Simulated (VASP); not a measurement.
# ZrSi3N3 (P4mm) in VASP: relaxation of cell and atoms with PBE

Aim: the relaxation of cell and atoms of ZrSi3N3 with PBE.

All numbers are computed with VASP 6.6.1; they aren't measurements. Logs are shortened: lines on timing, memory, paths and dates and some standing lists are left out, and cuts for length are marked.

## 1. The cell of the first run

The structure is tetragonal, space group P4mm (No. 99). Conventional cell: a = 4.149 Å, b = 4.149 Å, c = 7.354 Å, α = 90.00°, β = 90.00°, γ = 90.00°. Within 2.6 Å of Zr (site symmetry 4mm) lie 5 N at 1.95 to 2.22 Å. Si (site symmetry 2mm) has 1 N at 1.67 Å within 2.2 Å. Si (site symmetry 4mm) has 1 N at 1.62 Å within 2.2 Å. N (site symmetry 2mm) has 1 Si at 1.67 Å and 2 Zr at 2.22 Å within 2.3 Å. N (site symmetry 4mm) has 1 Si at 1.62 Å and 1 Zr at 1.95 Å within 2.2 Å.

The cell was generated, and may not be a known phase.

## 2. Relaxation of cell and atoms, PBE

Input file INCAR:

```
SYSTEM = ZrSi3N3
  PREC = Accurate
  ENCUT = 600
  EDIFF = 1E-7
  ISMEAR = 0
  SIGMA = 0.1
  LREAL = .False.
  LASPH = .True.
  NELM = 60
  ALGO = Normal
  ISIF = 3
  LWAVE = .False.
  LCHARG = .False.
  GGA = PE
  IBRION = 2
  NSW = 100
  EDIFFG = -0.01
```

Input file KPOINTS:

```
regular mesh
0
Gamma
  10 10 6
  0 0 0
```

Input file POSCAR:

```
ZrSi3N3
1.0
    4.1488807808      0.0000000000      0.0000000000
    0.0000000000      4.1488807808      0.0000000000
    0.0000000000      0.0000000000      7.3536352796
Zr Si N
1 3 3
Direct
    0.0000000000      0.0000000000      0.2066548992
    0.5000000000      0.0000000000      0.8706620779
    0.0000000000      0.5000000000      0.8706620779
    0.0000000000      0.0000000000      0.6927940490
    0.5000000000      0.0000000000      0.0973004807
    0.0000000000      0.5000000000      0.0973004807
    0.0000000000      0.0000000000      0.4720339047
```

Potentials or basis: VASP PAW PBE potentials, release 64 (Zr_sv, Si, N).

Launch:

```console
> cat potpaw_PBE.64/Zr_sv/POTCAR potpaw_PBE.64/Si/POTCAR potpaw_PBE.64/N/POTCAR > POTCAR
> mpirun -np 1 vasp_std > vasp.out
```

OUTCAR:

```text
SYSTEM = ZrSi3N3
   PREC = Accurate
   ENCUT = 600
   EDIFF = 1E-7
   ISMEAR = 0
   LREAL = .False.
   LASPH = .True.
   NELM = 60
   ISIF = 3
   GGA = PE
   IBRION = 2
   NSW = 100
   EDIFFG = -0.01

 ion  position               nearest neighbor table
   1  0.000  0.000  0.207-   7 1.95   6 2.22   5 2.22   6 2.22   5 2.22   3 3.23   3 3.23   2 3.23
                             2 3.23
   2  0.500  0.000  0.871-   5 1.67   4 2.45   4 2.45   3 2.93   3 2.93   3 2.93   3 2.93   1 3.23
                             1 3.23
   3  0.000  0.500  0.871-   6 1.67   4 2.45   4 2.45   2 2.93   2 2.93   2 2.93   2 2.93   1 3.23
                             1 3.23
   4  0.000  0.000  0.693-   7 1.62   3 2.45   2 2.45   3 2.45   2 2.45
   5  0.500  0.000  0.097-   2 1.67   1 2.22   1 2.22
   6  0.000  0.500  0.097-   3 1.67   1 2.22   1 2.22
   7  0.000  0.000  0.472-   4 1.62   1 1.95

  LATTYP: Found a simple tetragonal cell.
 ALAT       =     4.1488807808
 C/A-ratio  =     1.7724383197

  Lattice vectors:

 A1 = (   4.1488807808,   0.0000000000,   0.0000000000)
 A2 = (   0.0000000000,   4.1488807808,   0.0000000000)
 A3 = (   0.0000000000,   0.0000000000,   7.3536352796)

Analysis of symmetry for initial positions (statically):
=====================================================================
 Subroutine PRICEL returns:
 Original cell was already a primitive cell.

 Routine SETGRP: Setting up the symmetry group for a
 simple tetragonal supercell.

 Subroutine GETGRP returns: Found  8 space group operations
 (whereof  8 operations were pure point group operations)
 out of a pool of 16 trial point group operations.

The static configuration has the point symmetry C_4v.

Analysis of symmetry for dynamics (positions and initial velocities):
=====================================================================
 Subroutine PRICEL returns:
 Original cell was already a primitive cell.

 Routine SETGRP: Setting up the symmetry group for a
 simple tetragonal supercell.

 Subroutine GETGRP returns: Found  8 space group operations
 (whereof  8 operations were pure point group operations)
 out of a pool of 16 trial point group operations.

The dynamic configuration has the point symmetry C_4v.

 Subroutine INISYM returns: Found  8 space group operations
 (whereof  8 operations are pure point group operations),
 and found     1 'primitive' translations

----------------------------------------------------------------------------------------

                                     Primitive cell

  volume of cell :     126.5797

  direct lattice vectors                    reciprocal lattice vectors
     4.148880781  0.000000000  0.000000000     0.241028859  0.000000000  0.000000000
     0.000000000  4.148880781  0.000000000     0.000000000  0.241028859  0.000000000
     0.000000000  0.000000000  7.353635280     0.000000000  0.000000000  0.135987163

  length of vectors
     4.148880781  4.148880781  7.353635280     0.241028859  0.241028859  0.135987163

  position of ions in fractional coordinates (direct lattice)
     0.000000000  0.000000000  0.206654899
     0.500000000  0.000000000  0.870662078
     0.000000000  0.500000000  0.870662078
     0.000000000  0.000000000  0.692794049
     0.500000000  0.000000000  0.097300481
     0.000000000  0.500000000  0.097300481
     0.000000000  0.000000000  0.472033905

  ion indices of the primitive-cell ions
   primitive index   ion index
                 1           1
                 2           2
                 3           3
                 4           4
                 5           5
                 6           6
                 7           7

----------------------------------------------------------------------------------------

 KPOINTS: regular mesh

Automatic generation of k-mesh.
 Grid dimensions read from file:
 generate k-points for:   10   10    6

 Generating k-lattice:

  Cartesian coordinates                     Fractional coordinates (reciprocal lattice)
     0.024102886  0.000000000  0.000000000     0.100000000  0.000000000  0.000000000
     0.000000000  0.024102886  0.000000000     0.000000000  0.100000000  0.000000000
     0.000000000  0.000000000  0.022664527     0.000000000  0.000000000  0.166666667

  Length of vectors
     0.024102886  0.024102886  0.022664527

  Shift w.r.t. Gamma in fractional coordinates (k-lattice)
     0.000000000  0.000000000  0.000000000

 Subroutine IBZKPT returns following result:
 ===========================================

 Found     84 irreducible k-points:

 Following reciprocal coordinates:
            Coordinates               Weight
  0.000000  0.000000  0.000000      1.000000
  0.100000  0.000000  0.000000      4.000000
  0.200000  0.000000  0.000000      4.000000
  0.300000  0.000000  0.000000      4.000000
  0.400000  0.000000  0.000000      4.000000
  0.500000  0.000000  0.000000      2.000000
[... 16 lines left out ...]
  0.100000  0.000000  0.166667      8.000000
  0.200000  0.000000  0.166667      8.000000
 [... further k-points ...]
   k-points           NKPTS =     84   k-points in BZ     NKDIM =     84   number of bands    NBANDS=     23
   number of dos      NEDOS =    301   number of ions     NIONS =      7
   total plane-waves  NPLWV =  77760
   dimension x,y,z NGX =    36 NGY =   36 NGZ =   60
   dimension x,y,z NGXF=    72 NGYF=   72 NGZF=  120
   ions per type =               1   3   3
   NGX,Y,Z   is equivalent  to a cutoff of  14.43, 14.43, 13.56 a.u.
   NGXF,Y,Z  is equivalent  to a cutoff of  28.85, 28.85, 27.13 a.u.
 SYSTEM =  ZrSi3N3
   PREC   = accura    normal or accurate (medium, high low for compatibility)
   ISTART =      0    job   : 0-new  1-cont  2-samecut
   ICHARG =      2    charge: 1-file 2-atom 10-const
   ISPIN  =      1    spin polarized calculation?
   LNONCOLLINEAR =      F non collinear calculations
   LSORBIT =      F    spin-orbit coupling
   LASPH  =      T    aspherical Exc in radial PAW
   ENCUT  =  600.0 eV  44.10 Ry    6.64 a.u.   8.29  8.29 14.69*2*pi/ulx,y,z
   NELM   =     60;   NELMIN=  2; NELMDL= -5     # of ELM steps
   EDIFF  = 0.1E-06   stopping-criterion for ELM
   LREAL  =      F    real-space projection
   EDIFFG = -.1E-01   stopping-criterion for IOM
   NSW    =    100    number of steps for IOM
   IBRION =      2    ionic relax: 0-MD 1-quasi-New 2-CG
   NFREE  =      1    steps in history (QN), initial steepest desc. (CG)
   ISIF   =      3    stress and relaxation
   ISYM   =      2    0-nonsym 1-usesym 2-fastsym
   POTIM  = 0.5000    time-step for ionic-motion
   TEBEG  =    0.0;   TEEND  =   0.0 temperature during run
   PSTRESS=    0.0 pullay stress
   NELECT =      39.0000    total number of electrons
   NUPDOWN=      -1.0000    fix difference up-down
   EMIN   =  10.00;   EMAX   =-10.00  energy-range for DOS
   EFERMI =   0.00;   METHOD = LEGACY
   ISMEAR =     0;   SIGMA  =   0.10  broadening in eV -4-tet -1-fermi 0-gaus
   EFERMI_NEDOS =   21; number of points for ismear=-14 and -15
   IALGO  =     38    algorithm
   IMIX   =      4    mixing-type and parameters
     AMIX     =   0.40;   BMIX     =  1.00
     AMIX_MAG =   1.60;   BMIX_MAG =  1.00
  volume/ion in A,a.u.               =      18.08       122.03
  Fermi-wavevector in a.u.,A,eV,Ry     =   1.105711  2.089491 16.634445  1.222597
  Thomas-Fermi vector in A             =   2.242202
   LORBIT       =      0    0 simple, 1 ext, 2 COOP (PROOUT), +10 PAW based schemes
   GGA     = PE    functional components
   LHFCALC =     F    Hartree Fock is set to
   AEXX    =    0.0000 exact exchange contribution
   IVDW    =     0    specifies the selected vdW correction
   LEPSILON=     F    determine dielectric tensor
   LRPA    =     F    only Hartree local field effects (RPA)
 conjugate gradient relaxation of ions
 non-spin polarized calculation
 Gauss-broadening in eV      SIGMA  =   0.10
  energy-cutoff  :      600.00
  volume of cell :      126.58
 maximum number of plane-waves:      4252
 NGX is ok and might be reduce to    36
   NGX = 17   NGY = 17   NGZ = 29

--------------------------------------- Ionic step        1  -------------------------------------------

 number of electron      39.0000004 magnetization

 Free energy of the ion-electron system (eV)
  ---------------------------------------------------
  ext. energy  EPLUGINS =         0.00000000
  ---------------------------------------------------
  free energy    TOTEN  =       -51.16057111 eV

  energy without entropy =      -51.15596568  energy(sigma->0) =      -51.15826840

------------------------ aborting loop because EDIFF is reached ----------------------------------------

  FORCE on cell =-STRESS in cart. coord.  units (eV):
  Direction    XX          YY          ZZ          XY          YZ          ZX
  --------------------------------------------------------------------------------------
  -------------------------------------------------------------------------------------
  Total       -0.3579107     -0.3579107      0.1680760      0.0000000      0.0000000      0.0000000
  in kB       -4.5302404     -4.5302404      2.1274156      0.0000000      0.0000000      0.0000000
  external PRESSURE =      -2.3110217 kB  Pullay stress =       0.0000000 kB
[... 104 lines left out ...]
  FREE ENERGIE OF THE ION-ELECTRON SYSTEM (eV)
  ---------------------------------------------------
  free  energy   TOTEN  =       -51.1620619647 eV

  energy  without entropy=      -51.1579809406  energy(sigma->0) =      -51.16002145

[... ionic steps 4 to 9 ...]

--------------------------------------- Ionic step       10  -------------------------------------------

 number of electron      39.0000003 magnetization

------------------------ aborting loop because EDIFF is reached ----------------------------------------
[... 77 lines left out ...]
--------------------------------------- Ionic step       12  -------------------------------------------

 number of electron      39.0000003 magnetization

 Free energy of the ion-electron system (eV)
  ---------------------------------------------------
  ext. energy  EPLUGINS =         0.00000000
  ---------------------------------------------------
  free energy    TOTEN  =       -51.16411639 eV

  energy without entropy =      -51.16030508  energy(sigma->0) =      -51.16221074

 E-fermi :   3.9218     XC(G=0):  -8.9886

 val. band max:        3.8869019898   @ k =   0.1000   0.1000   0.0000
 cond. band min:       3.9245864277   @ k =   0.0000   0.0000   0.1667
 fundamental gap:      0.0376844379
 Fermi energy:         3.9217531246

 k-point     1 :       0.0000    0.0000    0.0000
  band No.  band energies     occupation
      1     -44.3805      2.00000
      2     -22.6599      2.00000
      3     -22.4064      2.00000
      4     -22.4064      2.00000
      5     -11.1744      2.00000
      6      -9.8026      2.00000
[... 613 lines left out ...]
     22       5.7919      0.00000
     23       6.8330      0.00000

 [... further k-points ...]

------------------------ aborting loop because EDIFF is reached ----------------------------------------

  FORCE on cell =-STRESS in cart. coord.  units (eV):
  Direction    XX          YY          ZZ          XY          YZ          ZX
  --------------------------------------------------------------------------------------
  -------------------------------------------------------------------------------------
  Total       -0.0064400     -0.0064400     -0.0430059      0.0000000     -0.0000000      0.0000000
  in kB       -0.0819661     -0.0819661     -0.5473661      0.0000000     -0.0000000      0.0000000
  external PRESSURE =      -0.2370994 kB  Pullay stress =       0.0000000 kB
[... 22 lines left out ...]
  FREE ENERGIE OF THE ION-ELECTRON SYSTEM (eV)
  ---------------------------------------------------
  free  energy   TOTEN  =       -51.1641163930 eV

  energy  without entropy=      -51.1603050849  energy(sigma->0) =      -51.16221074

 reached required accuracy - stopping structural energy minimisation
```

It took 81 min on 1 thread of Intel Xeon 8259CL, shared host; peak memory 0.5 GiB.

Results:

```yaml
Free_energy: -51.1641 eV
Relaxed_volume: 17.98 Å³/atom
Relaxed_cell: a = 4.128 Å, b = 4.128 Å, c = 7.386 Å, α = 90.00°, β = 90.00°, γ = 90.00°
Space_group_after_relaxing_to_0.1_Å: P4mm (No. 99)
Energy_gained_by_relaxing: 0.5 meV/atom
Ionic_steps: 12
Pressure_after_relaxing: 0.0 GPa
Largest_force_after_relaxing: 0.009 eV/Å
Band_gap_on_the_k_mesh: zero (an odd number of electrons rules out a gap without spin polarisation)
```

Forces on the atoms (eV/Å):
```
Zr   0.000  0.000  0.000
Si   0.000  0.000  0.004
Si   0.000  0.000  0.004
Si   0.000  0.000 -0.009
N    0.000  0.000 -0.004
N    0.000  0.000 -0.004
N    0.000  0.000  0.008
```

The path:
```csv
step,energy change (eV),largest force (eV/Å),pressure (GPa),volume (Å³)
1,0.0000,0.1560,-0.23,126.58
2,-0.0008,0.4028,0.20,126.10
3,-0.0015,0.1978,0.02,126.30
4,-0.0029,0.1269,-0.06,126.11
5,-0.0030,0.1568,-0.10,126.02
6,-0.0035,0.0424,0.04,125.87
7,-0.0035,0.0373,0.05,125.85
8,-0.0035,0.0139,0.00,125.88
9,-0.0035,0.0137,0.00,125.88
10,-0.0035,0.0110,0.00,125.88
11,-0.0035,0.0100,-0.01,125.89
12,-0.0035,0.0092,-0.02,125.88
```

Final structure:
```
CELL_PARAMETERS angstrom
4.12836 0.00000 0.00000
0.00000 4.12836 0.00000
0.00000 0.00000 7.38595
ATOMIC_POSITIONS crystal
Zr 0.00000 0.00000 0.20687
Si 0.50000 0.00000 0.87150
Si 0.00000 0.50000 0.87150
Si 0.00000 0.00000 0.69150
N 0.50000 0.00000 0.09702
N 0.00000 0.50000 0.09702
N 0.00000 0.00000 0.47200
```

Levels at points of the mesh, in eV from the Fermi level:
| k point | band 17 | band 18 | band 19 | band 20 | band 21 | band 22 | band 23 |
| --- | --- | --- | --- | --- | --- | --- | --- |
| (0.00, 0.00, 0.00) | -0.72 | -0.72 | -0.34 | -0.34 | -0.06 | 1.52 | 2.90 |
| (0.50, 0.00, 0.00) | -2.32 | -1.31 | -0.29 | 0.02 | 1.31 | 1.89 | 2.43 |
| (0.50, 0.50, 0.00) | -1.80 | -1.37 | -1.37 | 0.40 | 2.74 | 3.09 | 3.09 |
| (0.00, 0.00, 0.50) | -1.30 | -1.30 | -0.41 | -0.41 | 0.18 | 1.06 | 2.91 |
| (0.50, 0.00, 0.50) | -1.70 | -1.70 | -0.76 | -0.22 | 1.27 | 1.74 | 2.12 |
| (0.50, 0.50, 0.50) | -1.85 | -1.75 | -1.75 | 0.40 | 1.53 | 3.31 | 3.31 |

Caveat: an odd number of electrons without spin polarisation forces a metal; a magnetic or distorted state may lie lower.

The gap in the log of VASP goes by the Fermi energy; the results here count the filled bands.